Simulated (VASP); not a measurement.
Write the native input for VASP 6.6.1 that does the following.

```
Task                   : relaxation of cell and atoms
Functional             : PBE
Potentials or basis    : VASP PAW PBE potentials, release 64 (Mg, B)
Cutoff                 : 600 eV
k mesh                 : 6 × 6 × 6
Occupations            : gaussian, width 0.1 eV
Spin                   : no spin polarisation
Dipole correction      : no
Further INCAR settings : ALGO = Normal; EDIFF = 1e-07; IBRION = 2; EDIFFG = -0.04; NSW = 90; ISIF = 3
```

The structure of MgB3 lies in POSCAR:

```
MgB3
1.0
    3.5196864581      0.0000000000      0.0000000000
   -1.7598432291      3.0481378862      0.0000000000
    0.0000000000      0.0000000000      3.7146638149
Mg B
1 3
Direct
    0.0000000000      0.0000000000      0.0000000000
    0.0000000000      0.0000000000      0.5000000000
    0.3333333333      0.6666666667      0.0000000000
    0.6666666667      0.3333333333      0.0000000000
```

The input as run:

INCAR

```
  ALGO = Normal
  EDIFF = 1E-7
  EDIFFG = -0.04
  ENCUT = 600
  GGA = PE
  GGA_COMPAT = F
  IBRION = 2
  ISIF = 3
  ISMEAR = 0
  LASPH = T
  LCHARG = F
  LREAL = F
  LWAVE = F
  NELM = 120
  NELMIN = 4
  NSW = 90
  PREC = Accurate
  SIGMA = 0.1
```

KPOINTS

```
k-points
0
Gamma
  6 6 6
```

Potentials or basis: VASP PAW PBE potentials, release 64 (Mg, B).

Launch:

```console
$ cat potpaw_PBE.64/Mg/POTCAR potpaw_PBE.64/B/POTCAR > POTCAR
$ mpirun -np 1 vasp_std > vasp.out
```

Results of the run:

```yaml
Relaxed_volume: 13.78 Å³/atom
Relaxed_cell: a = 3.682 Å, b = 3.682 Å, c = 4.696 Å, α = 90.00°, β = 90.00°, γ = 120.00°
Space_group_after_relaxing_to_0.05_Å: P6/mmm (No. 191)
Energy_gained_by_relaxing: 563.9 meV/atom
Ionic_steps: 7
Pressure_after_relaxing: 0.2 GPa
```

Caveat: the volume moved by over 15 % at a fixed basis, so the end points are rough.

Wall time 36 s on 1 thread of Intel(R) Xeon(R) Platinum 8559C (Emerald Rapids), on a shared host, peak memory 0.16 GiB.
